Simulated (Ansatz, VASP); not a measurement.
MgO: VASP beside Ansatz

```
CELL_PARAMETERS angstrom
-0.01036 2.13047 2.07503
2.08252 -0.01707 2.08174
2.06949 2.12414 -0.00403
ATOMIC_POSITIONS crystal
Mg 0.99603 0.04769 0.94491
O 0.51396 0.56062 0.47072
```

Alike in both runs: task single point; functional LDA; k mesh 6 × 6 × 6; no spin polarisation.

|  | VASP | Ansatz |
| --- | --- | --- |
| version | VASP 6.6.1 | Ansatz 0.2.0 |
| potentials or method | VASP PAW LDA potentials, release 64 (Mg, O), cutoff 520 eV | plane waves, PAW |
| occupations | gaussian, width 0.01 eV | fixed |
| valence electrons in the cell | 8 | 16 |

```tsv
	VASP	Ansatz	Ansatz less VASP
pressure (GPa)	-4.2	-2.5	+1.67
traceless stress, the component that is largest in VASP (GPa)	-2.77	-2.76	+0.015
rms of the force components (eV/Å)	0.415	0.403	-0.0119
```

LDA's correlation is that of Perdew and Zunger in VASP and of Perdew and Wang (1992) in Ansatz. Atom by atom the forces differ by 0.012 eV/Å (rms over components). VASP's potentials hold 8 valence electrons a cell and Ansatz's 16, so a difference there can come from the potentials and not from the codes. Ansatz's warnings: stress scf threshold loose.

The k mesh is coarse, so the values compare programs but aren't converged.
